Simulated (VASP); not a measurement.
Write the native input for VASP 6.6.1 that does the following.

```yaml
Task: single point
Functional: RPBE
Potentials_or_basis: VASP PAW PBE potentials, release 64 (Ag)
Cutoff: 520 eV
k_mesh: 14 × 14 × 4
Occupations: fermi-dirac, width 0.1 eV
Spin: no spin polarisation
Dipole_correction: no
Further_INCAR_settings: ALGO = Normal; EDIFF = 1e-06; NBANDS = 30
```

The structure of Ag lies in POSCAR:

```
Ag
1.0
    2.8449107401      0.0000000000      0.0000000000
   -1.4224553701      2.4637649724      0.0000000000
    0.0000000000      0.0000000000      9.3865151452
Ag
4
Direct
    0.3333333333      0.6666666667      0.2500000000
    0.6666666667      0.3333333333      0.7500000000
    0.0000000000      0.0000000000      0.0000000000
    1.0000000000      1.0000000000      0.5000000000
```

This isn't the form of Ag at room conditions, which is fcc.

The input as run:

INCAR

```
PREC = Accurate
ENCUT = 520
EDIFF = 1E-6
ISMEAR = -1
SIGMA = 0.1
LREAL = F
LASPH = T
NELM = 60
ALGO = Normal
ISIF = 2
LWAVE = F
LCHARG = F
GGA = RP
NBANDS = 30
```

KPOINTS

```
regular mesh
0
Gamma
  14 14 4
```

Potentials or basis: VASP PAW PBE potentials, release 64 (Ag).

Run with:

```sh
$ cat potpaw_PBE.64/Ag/POTCAR > POTCAR
$ mpirun -np 1 vasp_std > vasp.out
```

Results of the run:

The pressure is 13.7 GPa and the band gap on the k mesh is zero (bands 22 and 23 overlap by 6.11 eV).

Caveat: the cell stands under pressure; the PAW data sets were made with another functional, which shifts forces and pressure a little.

Wall time 69 s on 1 thread of AMD EPYC 9R45 96-Core Processor (Zen 5), with other jobs on the host, peak memory 0.22 GiB.
